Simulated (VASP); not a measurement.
# BaHf2Ag2 (P1) in VASP: further runs, part 2 of 2

VASP 6.6.1.

## Step 3: Single point, RPBE

INCAR

```
  PREC = Accurate
  ENCUT = 520
  EDIFF = 1E-6
  ISMEAR = -5
  SIGMA = 0.1
  LREAL = False
  LASPH = True
  NELM = 100
  ALGO = Normal
  ISIF = 2
  LWAVE = False
  LCHARG = False
  GGA = RP
  NBANDS = 34
```

KPOINTS

```
Automatic mesh
0
Gamma
  4 4 4
  0.5 0.5 0
```

POSCAR

```
BaHf2Ag2
1.0
   -0.0146389800      4.6891600900     -0.0326924800
    4.6918577700     -0.0146389800     -0.0287759700
    2.3725603600      2.3758313100     -5.4091154200
Ba Ag Hf
1 2 2
Direct
    0.0103120000      0.0229850000      0.9899760000
    0.7276090000      0.2497280000      0.5191560000
    0.2686970000      0.7559470000      0.4752860000
    0.3389610000      0.3782040000      0.2519320000
    0.6276870000      0.6212630000      0.7397540000
```

Potentials or basis: VASP PAW PBE potentials, release 64 (Ba_sv, Ag, Hf_pv).

Started as:

```
$ cat potpaw_PBE.64/Ba_sv/POTCAR potpaw_PBE.64/Ag/POTCAR potpaw_PBE.64/Hf_pv/POTCAR > POTCAR
$ mpirun -np 1 vasp_std > vasp.out
```

OUTCAR:

```text
PREC = Accurate
   ENCUT = 520
   EDIFF = 1E-6
   ISMEAR = -5
   LREAL = False
   LASPH = True
   NELM = 100
   ISIF = 2
   GGA = RP

 ion  position               nearest neighbor table
   1  0.010  0.023  0.990-   2 3.37   5 3.44   4 3.46   3 3.48   3 3.53   5 3.53   2 3.53   4 3.54
                             3 3.54   5 3.65   2 3.69   2 3.69   4 3.70   5 3.70   3 3.73   4 3.74
   2  0.728  0.250  0.519-   5 2.57   4 2.64   5 2.69   4 2.86   3 3.22   3 3.31   3 3.32   1 3.37
                             3 3.45   1 3.53   1 3.69   1 3.69
   3  0.269  0.756  0.475-   4 2.61   4 2.68   5 2.72   5 2.76   2 3.22   2 3.31   2 3.32   2 3.45
                             1 3.48   1 3.53   1 3.54   1 3.73
   4  0.339  0.378  0.252-   3 2.61   2 2.64   3 2.68   5 2.76   2 2.86   1 3.46   1 3.54   1 3.70
                             1 3.74   1 3.98
   5  0.628  0.621  0.740-   2 2.57   2 2.69   3 2.72   4 2.76   3 2.76   1 3.44   1 3.53   1 3.65
                             1 3.70   1 4.03

  LATTYP: Found a triclinic cell.
 ALAT       =     4.6892969033
 B/A-ratio  =     1.4189942651
 C/A-ratio  =     1.3576632797
 COS(alpha) =     0.0007121836
 COS(beta)  =     0.3779268726
 COS(gamma) =     0.7090954684

[... 184 lines left out ...]
  free energy    TOTEN  =       -21.41761521 eV

  energy without entropy =      -21.41761521  energy(sigma->0) =      -21.41761521

 E-fermi :   5.5792     XC(G=0): -10.6938

 val. band max:        5.6113250935   @ k =   0.3750  -0.3750   0.2500
 cond. band min:       5.4843822542   @ k =  -0.3750   0.1250   0.0000
 fundamental gap:     -0.1269428392
 Fermi energy:         5.5792429819

 k-point     1 :       0.1250    0.1250   -0.0000
  band No.  band energies     occupation
      1     -25.6074      2.00000
      2     -25.5812      2.00000
      3     -25.5580      2.00000
      4     -25.4943      2.00000
      5     -25.4707      2.00000
      6     -24.9117      2.00000
[... 877 lines left out ...]
     33       8.5236      0.00000
     34       8.9099      0.00000

 [... further k-points ...]
[... 5 lines left out ...]
  --------------------------------------------------------------------------------------
  -------------------------------------------------------------------------------------
  Total       13.8411438     10.6021123     12.0709333      0.1509373      0.5906658     -1.1183647
  in kB      187.4277811    143.5669199    163.4567401      2.0438945      7.9984134    -15.1441683
  external PRESSURE =     164.8171470 kB  Pullay stress =       0.0000000 kB

 VOLUME and BASIS-vectors are now :
 -----------------------------------------------------------------------------
  energy-cutoff  :      520.00
  volume of cell :      118.32
      direct lattice vectors                 reciprocal lattice vectors
    -0.014638980  4.689160090 -0.032692480     0.001247076  0.213920595  0.094506767
     4.691857770 -0.014638980 -0.028775970     0.213717826  0.001324816  0.094323367
     2.372560360  2.375831310 -5.409115420    -0.001144495 -0.001299976 -0.185946098

 POSITION                                       TOTAL-FORCE (eV/Angst)
 -----------------------------------------------------------------------------------
      2.45647      2.40003     -5.35589        -0.391420     -0.504261     -0.187057
      2.39277      4.64165     -2.83915        -0.706523     -0.785276      0.647013
      4.67051      2.37810     -2.60141         0.395177      0.090110     -0.419053
      2.36724      2.18245     -1.38469        -0.204342      0.660248     -0.317173
      4.66080      4.69176     -4.03981         0.907108      0.539178      0.276269
 -----------------------------------------------------------------------------------
    total drift:                                0.000041      0.000207     -0.000030

  FREE ENERGIE OF THE ION-ELECTRON SYSTEM (eV)
  ---------------------------------------------------
  free  energy   TOTEN  =       -21.4176152065 eV

  energy  without entropy=      -21.4176152065  energy(sigma->0) =      -21.41761521
```

OSZICAR:

```text
N       E                     dE             d eps       ncg     rms          rms(c)
DAV:   1     0.310748148804E+03    0.31075E+03   -0.26938E+04  2176   0.145E+03
DAV:   2    -0.764468976842E+01   -0.31839E+03   -0.30891E+03  2556   0.344E+02
DAV:   3    -0.239032581277E+02   -0.16259E+02   -0.15983E+02  3018   0.620E+01
DAV:   4    -0.242362835164E+02   -0.33303E+00   -0.33251E+00  2912   0.798E+00
DAV:   5    -0.242420893433E+02   -0.58058E-02   -0.57993E-02  2950   0.916E-01    0.654E+01
DAV:   6    -0.217078011358E+02    0.25343E+01   -0.14379E+01  2606   0.230E+01    0.328E+01
DAV:   7    -0.216250194185E+02    0.82782E-01   -0.42329E+00  2686   0.107E+01    0.150E+01
DAV:   8    -0.214223492932E+02    0.20267E+00   -0.95549E-01  2478   0.544E+00    0.237E+00
DAV:   9    -0.214187336343E+02    0.36157E-02   -0.66469E-02  2864   0.108E+00    0.997E-01
DAV:  10    -0.214176029877E+02    0.11306E-02   -0.93354E-03  2660   0.474E-01    0.427E-01
DAV:  11    -0.214176663378E+02   -0.63350E-04   -0.31558E-03  2828   0.302E-01    0.119E-01
DAV:  12    -0.214176130768E+02    0.53261E-04   -0.85612E-04  2856   0.149E-01    0.507E-02
DAV:  13    -0.214176257154E+02   -0.12639E-04   -0.69170E-05  2536   0.516E-02    0.207E-02
DAV:  14    -0.214176200029E+02    0.57125E-05   -0.39857E-06  2236   0.155E-02    0.123E-02
DAV:  15    -0.214176143641E+02    0.56388E-05   -0.23246E-06  1774   0.105E-02    0.571E-03
DAV:  16    -0.214176152065E+02   -0.84244E-06   -0.33860E-07  1258   0.419E-03
   1 F= -.21417615E+02 E0= -.21417615E+02  d E =0.000000E+00
```

Run time: 54 s. Hardware: 1 thread of Intel Xeon 6975P-C (Granite Rapids), shared host; peak memory 0.31 GiB.

What came out:

* Free energy: -21.4176 eV
* Pressure: 16.5 GPa
* Largest force: 1.239 eV/Å
* Band gap on the k mesh: zero (band 26 reaches 5.67 eV, above the bottom of band 27 at 5.43 eV)

Forces in eV/Å, atoms in the order of the input:
```
Ba  -0.391 -0.504 -0.187
Ag  -0.707 -0.785  0.647
Ag   0.395  0.090 -0.419
Hf  -0.204  0.660 -0.317
Hf   0.907  0.539  0.276
```

Levels at points of the mesh, in eV from the Fermi level:
```
           k point  band 23  band 24  band 25  band 26  band 27  band 28  band 29  band 30
(0.12, 0.12, 0.00)    -1.69    -1.20    -0.59    -0.38     0.10     0.45     0.78     0.97
```

Caveat: the k points lie up to 0.37 Å⁻¹ apart; the PAW data sets were made with another functional, which shifts forces and pressure a little; spin-orbit coupling is left out, which moves the levels of the heavy elements; tetrahedron occupations give inexact forces and stress in metals.

## Step 4: Single point, PBE

INCAR

```
  PREC = Accurate
  ENCUT = 520
  EDIFF = 1E-7
  ISMEAR = 0
  SIGMA = 0.01
  LREAL = F
  LASPH = T
  NELM = 100
  ALGO = Normal
  ISIF = 2
  LWAVE = F
  LCHARG = F
  GGA = PE
  NBANDS = 34
```

KPOINTS is that of step 3.

POSCAR is that of step 3.

Started as:

```
$ cat potpaw_PBE.64/Ba_sv/POTCAR potpaw_PBE.64/Ag/POTCAR potpaw_PBE.64/Hf_pv/POTCAR > POTCAR
$ mpirun -np 1 vasp_std > vasp.out
```

Run time: 56 s. Hardware: 1 thread of Intel Xeon 6975P-C (Granite Rapids), shared host; peak memory 0.32 GiB.

Results (log left out):

```
Free energy            : -23.8750 eV
Pressure               : 13.9 GPa
Largest force          : 1.233 eV/Å
Band gap on the k mesh : zero (band 26 reaches 5.56 eV, above the bottom of band 27 at 5.32 eV)
```

Forces in eV/Å, atoms in the order of the input:
```
Ba  -0.375 -0.499 -0.181
Ag  -0.698 -0.788  0.641
Ag   0.389  0.109 -0.415
Hf  -0.166  0.632 -0.451
Hf   0.850  0.547  0.406
```

Stress tensor (GPa, compression positive):
```
15.87  0.19 -1.50
 0.19 11.74  0.72
-1.50  0.72 14.12
```

Levels at points of the mesh, in eV from the Fermi level:
```
           k point  band 22  band 23  band 24  band 25  band 26  band 27  band 28  band 29  band 30  band 31
(0.12, 0.12, 0.00)    -2.12    -1.73    -1.23    -0.62    -0.41     0.06     0.42     0.74     0.93     1.24
```

Caveat: the k points lie up to 0.37 Å⁻¹ apart; spin-orbit coupling is left out, which moves the levels of the heavy elements; forces of over 1 eV/Å act on the atoms, so gaps and moduli don't describe the material at rest.

## Step 5: Single point, PBE+U

INCAR

```
ALGO     = Normal         # electronic algorithm
EDIFF    = 1E-6           # SCF threshold, eV
ENCUT    = 520            # plane-wave cutoff, eV
GGA      = PE             # functional
ISIF     = 2              # what is computed and relaxed
ISMEAR   = -1             # smearing method
LASPH    = T              # aspherical terms in the spheres
LCHARG   = F              # write CHGCAR
LDAU     = T              # DFT+U
LDAUJ    = 0 0 0        
LDAUL    = -1 -1 2        # shell
LDAUPRINT= 1            
LDAUTYPE = 2            
LDAUU    = 0 0 2          # U, eV
LMAXMIX  = 4              # l up to which the mixer works
LREAL    = F              # projectors in reciprocal space
LWAVE    = F              # write WAVECAR
NBANDS   = 34             # bands
NELM     = 150            # most SCF steps
PREC     = Accurate       # precision mode
SIGMA    = 0.1            # smearing width, eV
```

KPOINTS is that of step 4.

POSCAR is that of step 4.

Started as:

```
$ cat potpaw_PBE.64/Ba_sv/POTCAR potpaw_PBE.64/Ag/POTCAR potpaw_PBE.64/Hf_pv/POTCAR > POTCAR
$ mpirun -np 1 vasp_std > vasp.out
```

Run time: 57 s. Hardware: 1 thread of Intel Xeon 6975P-C (Granite Rapids), shared host; peak memory 0.31 GiB.

Results (log left out):

```yaml
Free_energy: -21.3510 eV
Pressure: 16.3 GPa
Largest_force: 1.275 eV/Å
Band_gap_on_the_k_mesh: zero (band 26 reaches 5.67 eV, above the bottom of band 27 at 5.46 eV)
```

Forces in eV/Å, atoms in the order of the input:
```
Ba  -0.399 -0.508 -0.185
Ag  -0.725 -0.832  0.639
Ag   0.388  0.114 -0.412
Hf  -0.188  0.690 -0.650
Hf   0.923  0.537  0.609
```

Stress tensor (GPa, compression positive):
```
17.90  0.20 -1.59
 0.20 13.20  0.88
-1.59  0.88 17.66
```

Levels at points of the mesh, in eV from the Fermi level:
| k point | band 23 | band 24 | band 25 | band 26 | band 27 | band 28 | band 29 | band 30 |
| --- | --- | --- | --- | --- | --- | --- | --- | --- |
| (0.12, 0.12, 0.00) | -1.77 | -1.17 | -0.59 | -0.40 | 0.11 | 0.51 | 0.83 | 1.08 |

Eigenvalues of the final occupation matrices:
| site | spin | trace | eigenvalues |
| --- | --- | --- | --- |
| site 4 d | 1 | 0.76 | 0.07 0.13 0.17 0.19 0.20 |
| site 4 d | 2 | 0.76 | 0.07 0.13 0.17 0.19 0.20 |
| site 5 d | 1 | 0.76 | 0.07 0.14 0.17 0.19 0.19 |
| site 5 d | 2 | 0.76 | 0.07 0.14 0.17 0.19 0.19 |

Caveat: the k points lie up to 0.37 Å⁻¹ apart; spin-orbit coupling is left out, which moves the levels of the heavy elements; U without spin polarisation on a metal has little footing; the U is typed as a test and isn't derived for this compound; forces of over 1 eV/Å act on the atoms, so gaps and moduli don't describe the material at rest.

## Step 6: Overview

| level | U | smearing | gap on the mesh (eV) | pressure (GPa) | largest force (eV/Å) |
| --- | --- | --- | --- | --- | --- |
| PBE | - | fermi-dirac 0.1 eV | none | 13.8 | 1.20 |
| RPBE | - | tetrahedron | none | 16.5 | 1.24 |
| PBE | - | gaussian 0.01 eV | none | 13.9 | 1.23 |
| PBE+U | Hf d U = 2.0 eV | fermi-dirac 0.1 eV | none | 16.3 | 1.28 |

Alike in all rows: task single point; potentials or basis VASP PAW PBE potentials, release 64 (Ba_sv, Ag, Hf_pv); no spin polarisation; cell as given; k mesh 4 × 4 × 4, shifted; cutoff (eV) 520.

Caveats: all runs use coarse meshes; spin-orbit coupling is left out, which moves the levels of the heavy elements; forces of over 1 eV/Å act on the atoms, so gaps and moduli don't describe the material at rest (some runs); the PAW data sets were made with another functional, which shifts forces and pressure a little (some runs); tetrahedron occupations give inexact forces and stress in metals (some runs); U without spin polarisation on a metal has little footing (some runs); the U is typed as a test and isn't derived for this compound (some runs).

Absolute energies hang on the potentials; compare differences alone.
